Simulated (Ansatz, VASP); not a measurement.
Two plane-wave programs on ZnS

```
Zn S
1.0
     3.70915    0.00000    0.00000
    -1.85458    3.21222    0.00000
     0.00000    0.00000    6.10127
Zn S
2 2
Direct
  0.33333 0.66667 0.00087
  0.66667 0.33333 0.50087
  0.33333 0.66667 0.37413
  0.66667 0.33333 0.87413
```

Alike in both runs: task single point; functional PBEsol; k mesh 12 × 12 × 6; occupations gaussian, width 0.02 eV; no spin polarisation.

|  | VASP | Ansatz |
| --- | --- | --- |
| version | VASP 6.6.1 | Ansatz 0.2.0 |
| potentials or method | VASP PAW PBE potentials, release 64 (Zn, S), cutoff 520 eV | scalar-relativistic, plane waves, PAW |
| valence electrons in the cell | 36 | 36 |

Ansatz gave:

| Property | Result |
| --- | --- |
| gap on the k mesh at the Fermi level (eV) | 2.40 |
| least direct gap on the mesh (eV) | 2.40 |
| pressure (GPa) | 5.0 |

Problem. Estimate VASP's values.

Solution. gap on the k mesh at the Fermi level (eV): 2.41; least direct gap on the mesh (eV): 2.41; pressure (GPa): 5.3.

VASP's potentials were made for PBE, not for PBEsol.
